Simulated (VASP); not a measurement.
# GaN (P6_3mc) in VASP: notebook

The runs below take GaN through single point, relaxation of the atoms, with r2SCAN, PBE, LDA.

Everything below comes from runs of VASP 6.6.1. Logs are shortened: lines on timing, memory, paths and dates and some standing lists are left out, and cuts for length are marked.

## (1) The cell of the first run

It takes space group P6_3mc (No. 186, hexagonal). The conventional cell has a = 3.189 Å, b = 3.189 Å, c = 5.185 Å, α = 90.00°, β = 90.00°, γ = 120.00°. Within 2.6 Å of Ga (site symmetry 3m) lie 4 N at 1.95 Å. N (site symmetry 3m) has 4 Ga at 1.95 Å within 2.6 Å.

## (2) Single point, r2SCAN

File POSCAR:

```
GaN
1.0
    3.1889999985      0.0000000000      0.0000000000
   -1.5944999992      2.7617550113      0.0000000000
    0.0000000000      0.0000000000      5.1850000000
Ga N
2 2
Direct
    0.3333333333      0.6666666667      0.0000000000
    0.6666666667      0.3333333333      0.5000000000
    0.3333333333      0.6666666667      0.3770000000
    0.6666666667      0.3333333333      0.8770000000
```

File INCAR.step1:

```
SYSTEM = GaN
PREC = Accurate
ENCUT = 520
ISMEAR = 0
SIGMA = 0.05
LREAL = .False.
LASPH = .True.
NELM = 100
NBANDS = 26
GGA = PE
ALGO = Normal
EDIFF = 1E-4
LWAVE = .True.
LCHARG = .False.
```

File INCAR.step2:

```
SYSTEM = GaN
PREC = Accurate
ENCUT = 520
EDIFF = 1E-6
ISMEAR = 0
SIGMA = 0.05
LREAL = .False.
LASPH = .True.
NELM = 100
ALGO = Normal
ISIF = 2
LWAVE = .False.
LCHARG = .False.
METAGGA = R2SCAN
LMIXTAU = .True.
NBANDS = 26
ISTART = 1
```

File KPOINTS:

```
Automatic mesh
0
Gamma
  8 8 5
  0 0 0
```

Potentials or basis: VASP PAW PBE potentials, release 64 (Ga_d, N).

Run with:

```bash
cat potpaw_PBE.64/Ga_d/POTCAR potpaw_PBE.64/N/POTCAR > POTCAR
cp INCAR.step1 INCAR
mpirun -np 1 vasp_std > vasp.out
cp INCAR.step2 INCAR
mpirun -np 1 vasp_std > vasp.out
```

OUTCAR:

```text
SYSTEM = GaN
   PREC = Accurate
   ENCUT = 520
   EDIFF = 1E-6
   ISMEAR = 0
   LREAL = .False.
   LASPH = .True.
   NELM = 100
   ISIF = 2
   METAGGA = R2SCAN
   ISTART = 1

 ion  position               nearest neighbor table
   1  0.333  0.667  0.000-   4 1.95   4 1.95   4 1.95   3 1.95
   2  0.667  0.333  0.500-   3 1.95   3 1.95   3 1.95   4 1.95
   3  0.333  0.667  0.377-   2 1.95   2 1.95   2 1.95   1 1.95
   4  0.667  0.333  0.877-   1 1.95   1 1.95   1 1.95   2 1.95

  LATTYP: Found a hexagonal cell.
 ALAT       =     3.1889999985
 C/A-ratio  =     1.6259015373

  Lattice vectors:

 A1 = (   3.1889999985,   0.0000000000,   0.0000000000)
 A2 = (  -1.5944999992,   2.7617550113,   0.0000000000)
 A3 = (   0.0000000000,   0.0000000000,   5.1850000000)

Analysis of symmetry for initial positions (statically):
=====================================================================
 Subroutine PRICEL returns:
 Original cell was already a primitive cell.

 Routine SETGRP: Setting up the symmetry group for a
 hexagonal supercell.

 Subroutine GETGRP returns: Found 12 space group operations
 (whereof  6 operations were pure point group operations)
 out of a pool of 24 trial point group operations.

The static configuration has the point symmetry C_3v.
 The point group associated with its full space group is C_6v.

Analysis of symmetry for dynamics (positions and initial velocities):
=====================================================================
 Subroutine PRICEL returns:
 Original cell was already a primitive cell.

 Routine SETGRP: Setting up the symmetry group for a
 hexagonal supercell.

 Subroutine GETGRP returns: Found 12 space group operations
 (whereof  6 operations were pure point group operations)
 out of a pool of 24 trial point group operations.

The dynamic configuration has the point symmetry C_3v.
 The point group associated with its full space group is C_6v.

 Subroutine INISYM returns: Found 12 space group operations
 (whereof  6 operations are pure point group operations),
 and found     1 'primitive' translations

----------------------------------------------------------------------------------------

                                     Primitive cell

  volume of cell :      45.6655

  direct lattice vectors                    reciprocal lattice vectors
     3.188999998  0.000000000  0.000000000     0.313577924  0.181044299  0.000000000
    -1.594499999  2.761755011  0.000000000     0.000000000  0.362088598  0.000000000
     0.000000000  0.000000000  5.185000000     0.000000000  0.000000000  0.192864031

  length of vectors
     3.188999998  3.188999998  5.185000000     0.362088598  0.362088598  0.192864031

  position of ions in fractional coordinates (direct lattice)
     0.333333333  0.666666667  0.000000000
     0.666666667  0.333333333  0.500000000
     0.333333333  0.666666667  0.377000000
     0.666666667  0.333333333  0.877000000

  ion indices of the primitive-cell ions
   primitive index   ion index
                 1           1
                 2           2
                 3           3
                 4           4

----------------------------------------------------------------------------------------

 KPOINTS: Automatic mesh

Automatic generation of k-mesh.
 Grid dimensions read from file:
 generate k-points for:    8    8    5

 Generating k-lattice:

  Cartesian coordinates                     Fractional coordinates (reciprocal lattice)
     0.039197241  0.022630537  0.000000000     0.125000000 -0.000000000  0.000000000
     0.000000000  0.045261075  0.000000000     0.000000000  0.125000000  0.000000000
     0.000000000  0.000000000  0.038572806     0.000000000  0.000000000  0.200000000

  Length of vectors
     0.045261075  0.045261075  0.038572806

  Shift w.r.t. Gamma in fractional coordinates (k-lattice)
     0.000000000  0.000000000  0.000000000

 Subroutine IBZKPT returns following result:
 ===========================================

 Found     30 irreducible k-points:

 Following reciprocal coordinates:
            Coordinates               Weight
  0.000000  0.000000  0.000000      1.000000
  0.125000  0.000000  0.000000      6.000000
  0.250000  0.000000  0.000000      6.000000
  0.375000  0.000000  0.000000      6.000000
  0.500000  0.000000  0.000000      3.000000
  0.125000  0.125000  0.000000      6.000000
[... 16 lines left out ...]
  0.250000  0.000000  0.400000     12.000000
  0.375000  0.000000  0.400000     12.000000
 [... further k-points ...]
   k-points           NKPTS =     30   k-points in BZ     NKDIM =     30   number of bands    NBANDS=     26
   number of dos      NEDOS =    301   number of ions     NIONS =      4
   total plane-waves  NPLWV =  23040
   dimension x,y,z NGX =    24 NGY =   24 NGZ =   40
   dimension x,y,z NGXF=    48 NGYF=   48 NGZF=   80
   ions per type =               2   2
   NGX,Y,Z   is equivalent  to a cutoff of  12.51, 12.51, 12.83 a.u.
[... 36 lines left out ...]
   METAGGA = R2SCAN    functional components
   LHFCALC =     F    Hartree Fock is set to
   AEXX    =    0.0000 exact exchange contribution
   IVDW    =     0    specifies the selected vdW correction
   LEPSILON=     F    determine dielectric tensor
   LRPA    =     F    only Hartree local field effects (RPA)
 non-spin polarized calculation
 Gauss-broadening in eV      SIGMA  =   0.05
  energy-cutoff  :      520.00
  volume of cell :       45.67
 maximum number of plane-waves:      1248
 NGX is ok and might be reduce to    24
   NGX = 11   NGY = 11   NGZ = 19

 number of electron      35.9999985 magnetization

 Free energy of the ion-electron system (eV)
  ---------------------------------------------------
  ext. energy  EPLUGINS =         0.00000000
  ---------------------------------------------------
  free energy    TOTEN  =       -43.82165698 eV

  energy without entropy =      -43.82165698  energy(sigma->0) =      -43.82165698

 E-fermi :   5.2609     XC(G=0): -12.6402

 val. band max:        5.0557931521   @ k =   0.0000   0.0000   0.0000
 cond. band min:       7.3773454160   @ k =   0.0000   0.0000   0.0000
 fundamental gap:      2.3215522639
 Fermi energy:         5.2609223149

 k-point     1 :       0.0000    0.0000    0.0000
  band No.  band energies     occupation
      1     -11.7193      2.00000
      2     -10.7239      2.00000
      3      -8.7669      2.00000
      4      -8.7515      2.00000
      5      -8.7515      2.00000
      6      -8.6835      2.00000
[... 18 lines left out ...]
     25      17.5058      0.00000
     26      17.5058      0.00000

 k-point     2 :       0.1250    0.0000    0.0000
  band No.  band energies     occupation
      1     -11.5687      2.00000
      2     -10.6812      2.00000
      3      -8.7498      2.00000
      4      -8.7293      2.00000
      5      -8.7006      2.00000
      6      -8.6625      2.00000
[... 18 lines left out ...]
     25      17.0703      0.00000
     26      17.8496      0.00000

 k-point     3 :       0.2500    0.0000    0.0000
  band No.  band energies     occupation
      1     -11.2059      2.00000
      2     -10.5962      2.00000
      3      -8.7083      2.00000
      4      -8.6885      2.00000
      5      -8.6159      2.00000
      6      -8.5783      2.00000
[... 18 lines left out ...]
     25      17.2155      0.00000
     26      18.5796      0.00000

 k-point     4 :       0.3750    0.0000    0.0000
  band No.  band energies     occupation
      1     -10.8669      2.00000
      2     -10.5390      2.00000
      3      -8.6895      2.00000
      4      -8.6696      2.00000
      5      -8.5696      2.00000
      6      -8.5089      2.00000
[... 18 lines left out ...]
     25      17.7204      0.00000
     26      19.1516      0.00000
[... 496 lines left out ...]
      1     -11.1916      2.00000
      2     -10.9056      2.00000
      3      -8.7203      2.00000
      4      -8.7101      2.00000
      5      -8.6978      2.00000
      6      -8.6863      2.00000
[... 18 lines left out ...]
     25      16.3207      0.00000
     26      16.8497      0.00000

 k-point    23 :       0.2500    0.0000    0.4000
  band No.  band energies     occupation
      1     -10.9247      2.00000
      2     -10.7318      2.00000
      3      -8.6911      2.00000
      4      -8.6614      2.00000
      5      -8.6524      2.00000
      6      -8.6182      2.00000
[... 18 lines left out ...]
     25      17.1025      0.00000
     26      17.7418      0.00000

 k-point    24 :       0.3750    0.0000    0.4000
  band No.  band energies     occupation
      1     -10.6989      2.00000
      2     -10.5970      2.00000
      3      -8.6927      2.00000
      4      -8.6550      2.00000
      5      -8.6102      2.00000
      6      -8.5587      2.00000
[... 18 lines left out ...]
     25      17.4388      0.00000
     26      18.4589      0.00000

 [... further k-points ...]

------------------------ aborting loop because EDIFF is reached ----------------------------------------

  FORCE on cell =-STRESS in cart. coord.  units (eV):
  Direction    XX          YY          ZZ          XY          YZ          ZX
  --------------------------------------------------------------------------------------
  -------------------------------------------------------------------------------------
  Total        0.0439642      0.0439642      0.1573843      0.0000000      0.0000000      0.0000000
  in kB        1.5424865      1.5424865      5.5218382      0.0000000      0.0000000      0.0000000
  external PRESSURE =       2.8689371 kB  Pullay stress =       0.0000000 kB

 VOLUME and BASIS-vectors are now :
 -----------------------------------------------------------------------------
  energy-cutoff  :      520.00
  volume of cell :       45.67
      direct lattice vectors                 reciprocal lattice vectors
     3.188999998  0.000000000  0.000000000     0.313577924  0.181044299  0.000000000
    -1.594499999  2.761755011  0.000000000     0.000000000  0.362088598  0.000000000
     0.000000000  0.000000000  5.185000000     0.000000000  0.000000000  0.192864031

 POSITION                                       TOTAL-FORCE (eV/Angst)
 -----------------------------------------------------------------------------------
     -0.00000      1.84117      0.00000         0.000000     -0.000000      0.006590
      1.59450      0.92059      2.59250        -0.000000      0.000000      0.006590
     -0.00000      1.84117      1.95475        -0.000000      0.000000     -0.006590
      1.59450      0.92059      4.54725        -0.000000      0.000000     -0.006590
 -----------------------------------------------------------------------------------
    total drift:                                0.000002      0.000004      0.055057

  FREE ENERGIE OF THE ION-ELECTRON SYSTEM (eV)
  ---------------------------------------------------
  free  energy   TOTEN  =       -43.8216569829 eV

  energy  without entropy=      -43.8216569829  energy(sigma->0) =      -43.82165698
```

Run time: 70 s. Hardware: 1 thread of Intel Xeon Platinum 8488C (Sapphire Rapids), shared host; peak memory 0.18 GiB.

Results:

* Free energy: -43.8217 eV
* Pressure: 0.3 GPa
* Largest force: 0.007 eV/Å
* Band gap on the k mesh: 2.32 eV

Forces in eV/Å, atoms in the order of the input:
```
Ga   0.000  0.000  0.007
Ga   0.000  0.000  0.007
N    0.000  0.000 -0.007
N    0.000  0.000 -0.007
```

Stress tensor (GPa, compression positive):
```
0.15 0.00 0.00
0.00 0.15 0.00
0.00 0.00 0.55
```

Caveat: the PAW data sets were made with another functional, which shifts forces and pressure a little.

## (3) Single point, r2SCAN

POSCAR is that of step 2.

File INCAR.step1:

```
  ALGO = Normal
  EDIFF = 1E-4
  ENCUT = 520
  GGA = PE
  ISMEAR = 0
  LASPH = T
  LCHARG = F
  LREAL = F
  LWAVE = T
  NBANDS = 26
  NELM = 80
  PREC = Accurate
  SIGMA = 0.03
```

File INCAR.step2:

```
  ALGO = Normal
  EDIFF = 1E-6
  ENCUT = 520
  ISIF = 2
  ISMEAR = 0
  ISTART = 1
  LASPH = T
  LCHARG = F
  LMIXTAU = T
  LREAL = F
  LWAVE = F
  METAGGA = R2SCAN
  NBANDS = 26
  NELM = 80
  PREC = Accurate
  SIGMA = 0.03
```

File KPOINTS:

```
k-points
0
Gamma
  8 8 5
```

Potentials or basis: VASP PAW PBE potentials, release 64 (Ga_d, N).

Run with:

```bash
cat potpaw_PBE.64/Ga_d/POTCAR potpaw_PBE.64/N/POTCAR > POTCAR
cp INCAR.step1 INCAR
mpirun -np 1 vasp_std > vasp.out
cp INCAR.step2 INCAR
mpirun -np 1 vasp_std > vasp.out
```

Wall time 70 s (1 thread of Intel Xeon Platinum 8488C (Sapphire Rapids), shared host); peak memory 0.18 GiB.

The run converged. Its results:

- Free energy: -43.8217 eV
- Pressure: 0.3 GPa
- Largest force: 0.007 eV/Å
- Band gap on the k mesh: 2.32 eV

Forces on the atoms (eV/Å):
```
Ga   0.000  0.000  0.007
Ga   0.000  0.000  0.007
N    0.000  0.000 -0.007
N    0.000  0.000 -0.007
```

Stress tensor (GPa, compression positive):
```
0.15 0.00 0.00
0.00 0.15 0.00
0.00 0.00 0.55
```

Levels at points of the mesh, in eV from the valence-band top:
```tsv
k point	band 16	band 17	band 18	band 19	band 20	band 21
(0.00, 0.00, 0.00)	-0.03	0.00	0.00	2.32	4.77	9.95
(0.50, 0.00, 0.00)	-2.83	-2.22	-1.03	5.56	6.10	6.55
```

Caveat: the PAW data sets were made with another functional, which shifts forces and pressure a little.

## (4) Relaxation of the atoms, PBE

File INCAR:

```
ALGO     = Normal         # electronic algorithm
EDIFF    = 1E-6           # SCF threshold, eV
EDIFFG   = -0.003         # ionic threshold
ENCUT    = 520            # plane-wave cutoff, eV
GGA      = PE             # functional
IBRION   = 2              # ionic algorithm
ISIF     = 2              # what is computed and relaxed
ISMEAR   = 0              # smearing method
LASPH    = T              # aspherical terms in the spheres
LCHARG   = F              # write CHGCAR
LREAL    = F              # projectors in reciprocal space
LWAVE    = F              # write WAVECAR
NELM     = 60             # most SCF steps
NSW      = 80             # ionic steps
PREC     = Accurate       # precision mode
SIGMA    = 0.05           # smearing width, eV
```

KPOINTS is that of step 3.

Changes to POSCAR since step 3:

```diff
@@ -2,4 +2,4 @@
 1.0
-    3.1889999985      0.0000000000      0.0000000000
-   -1.5944999992      2.7617550113      0.0000000000
+    3.1890000000      0.0000000000      0.0000000000
+   -1.5945000000      2.7617550100      0.0000000000
     0.0000000000      0.0000000000      5.1850000000
```

Run with:

```bash
cat potpaw_PBE.64/Ga_d/POTCAR potpaw_PBE.64/N/POTCAR > POTCAR
mpirun -np 1 vasp_std > vasp.out
```

It took 18 s on 1 thread of Intel Xeon Platinum 8488C (Sapphire Rapids), shared host; peak memory 0.17 GiB.

It converged, with:

* Free energy: -24.3034 eV
* Pressure after relaxing: 5.5 GPa
* Band gap on the k mesh: 1.92 eV

Stress tensor (GPa, compression positive):
```
5.26 0.00 0.00
0.00 5.26 0.00
0.00 0.00 5.85
```

Final structure:
```xyz
4
Lattice="3.1890 0.0000 0.0000 -1.5945 2.7618 0.0000 0.0000 0.0000 5.1850" Properties=species:S:1:pos:R:3 pbc="T T T"
Ga    0.0000    1.8412    0.0000
Ga    1.5945    0.9206    2.5925
N     0.0000    1.8412    1.9547
N     1.5945    0.9206    4.5472
```

Levels at points of the mesh, in eV from the valence-band top:
```tsv
k point	band 16	band 17	band 18	band 19	band 20	band 21
(0.00, 0.00, 0.00)	-0.03	0.00	0.00	1.92	4.24	9.21
(0.50, 0.00, 0.00)	-2.74	-2.19	-1.00	5.06	5.57	6.07
```

## (5) Relaxation of the atoms, LDA

File INCAR:

```
  PREC = Accurate
  ENCUT = 520
  EDIFF = 1E-7
  ISMEAR = 0
  SIGMA = 0.05
  LREAL = F
  LASPH = T
  NELM = 100
  ALGO = Normal
  ISIF = 2
  LWAVE = F
  LCHARG = F
  GGA = CA
  IBRION = 2
  NSW = 80
  EDIFFG = -0.003
```

File KPOINTS:

```
regular mesh
0
Gamma
  8 8 5
```

POSCAR is that of step 4.

Potentials or basis: VASP PAW LDA potentials, release 64 (Ga_d, N).

Run with:

```bash
cat potpaw_LDA.64/Ga_d/POTCAR potpaw_LDA.64/N/POTCAR > POTCAR
mpirun -np 1 vasp_std > vasp.out
```

Run time: 27 s. Hardware: 1 thread of Intel Xeon Platinum 8488C (Sapphire Rapids), shared host; peak memory 0.15 GiB.

The run converged. Its results:

```yaml
Free_energy: -27.8908 eV
Energy_gained_by_relaxing: 0.0 meV/atom
Ionic_steps: 2
Pressure_after_relaxing: -5.2 GPa
Band_gap_on_the_k_mesh: 1.94 eV
```

Stress tensor (GPa, compression positive):
```
-5.40  0.00  0.00
 0.00 -5.40  0.00
 0.00  0.00 -4.64
```

Final structure:
```xyz
4
Lattice="3.1890 0.0000 0.0000 -1.5945 2.7618 0.0000 0.0000 0.0000 5.1850" Properties=species:S:1:pos:R:3 pbc="T T T"
Ga    0.0000    1.8412    0.0002
Ga    1.5945    0.9206    2.5927
N     0.0000    1.8412    1.9545
N     1.5945    0.9206    4.5470
```

Levels at points of the mesh, in eV from the valence-band top:
```
           k point  band 14  band 15  band 16  band 17  band 18  band 19  band 20  band 21  band 22
(0.00, 0.00, 0.00)    -1.05    -1.05    -0.03     0.00     0.00     1.94     4.14     9.06     9.70
(0.50, 0.00, 0.00)    -5.33    -4.25    -2.78    -2.24    -1.01     4.90     5.48     5.93     8.46
```

## (6) Relaxation of the atoms, r2SCAN

POSCAR is that of step 5.

File INCAR.step1:

```
PREC = Accurate
ENCUT = 520
ISMEAR = 0
SIGMA = 0.05
LREAL = F
LASPH = T
NELM = 60
GGA = PE
ALGO = Normal
EDIFF = 1E-4
LWAVE = T
LCHARG = F
```

File INCAR.step2:

```
PREC = Accurate
ENCUT = 520
EDIFF = 1E-6
ISMEAR = 0
SIGMA = 0.05
LREAL = F
LASPH = T
NELM = 60
ALGO = Normal
ISIF = 2
LWAVE = F
LCHARG = F
METAGGA = R2SCAN
LMIXTAU = T
IBRION = 2
NSW = 80
EDIFFG = -0.003
ISTART = 1
```

File KPOINTS:

```
Automatic mesh
0
Gamma
  8 8 5
```

Potentials or basis: VASP PAW PBE potentials, release 64 (Ga_d, N).

Run with:

```bash
cat potpaw_PBE.64/Ga_d/POTCAR potpaw_PBE.64/N/POTCAR > POTCAR
cp INCAR.step1 INCAR
mpirun -np 1 vasp_std > vasp.out
cp INCAR.step2 INCAR
mpirun -np 1 vasp_std > vasp.out
```

It took 5.2 min on 1 thread of Oxide Virtual Turin-like, shared host; peak memory 0.15 GiB.

Results (log left out):

| Quantity | Value |
| --- | --- |
| Free energy | -43.8217 eV |
| Energy gained by relaxing | 0.0 meV/atom |
| Ionic steps | 2 |
| Pressure after relaxing | 0.3 GPa |
| Band gap on the k mesh | 2.32 eV |

Stress tensor (GPa, compression positive):
```
0.15 0.00 0.00
0.00 0.15 0.00
0.00 0.00 0.61
```

Final structure:
```
Ga N
1.0
     3.18900    0.00000    0.00000
    -1.59450    2.76176    0.00000
     0.00000    0.00000    5.18500
Ga N
2 2
Direct
  0.33333 0.66667 0.00006
  0.66667 0.33333 0.50006
  0.33333 0.66667 0.37694
  0.66667 0.33333 0.87694
```

Levels at points of the mesh, in eV from the valence-band top:
```
           k point  band 16  band 17  band 18  band 19  band 20  band 21
(0.00, 0.00, 0.00)    -0.03     0.00     0.00     2.32     4.77     9.95
(0.50, 0.00, 0.00)    -2.83    -2.23    -1.02     5.56     6.10     6.55
```

Caveat: the PAW data sets were made with another functional, which shifts forces and pressure a little.

## (7) Summary

| task | level | potentials or basis | cell | smearing | gap on the mesh (eV) | pressure (GPa) | largest force (eV/Å) |
| --- | --- | --- | --- | --- | --- | --- | --- |
| single point | r2SCAN | VASP PAW PBE potentials, release 64 (Ga_d, N) | as given | gaussian 0.05 eV | 2.32 | 0.3 | 0.01 |
| single point | r2SCAN | VASP PAW PBE potentials, release 64 (Ga_d, N) | as given | gaussian 0.03 eV | 2.32 | 0.3 | 0.01 |
| relaxation of the atoms | PBE | VASP PAW PBE potentials, release 64 (Ga_d, N) | atoms relaxed | gaussian 0.05 eV | 1.92 | 5.5 | - |
| relaxation of the atoms | LDA | VASP PAW LDA potentials, release 64 (Ga_d, N) | atoms relaxed | gaussian 0.05 eV | 1.94 | -5.2 | - |
| relaxation of the atoms | r2SCAN | VASP PAW PBE potentials, release 64 (Ga_d, N) | atoms relaxed | gaussian 0.05 eV | 2.32 | 0.3 | - |

Alike in all rows: no spin polarisation; k mesh 8 × 8 × 5; cutoff (eV) 520.

Caveats: the PAW data sets were made with another functional, which shifts forces and pressure a little (at least some runs).

Absolute energies hang on the potentials; compare differences alone.
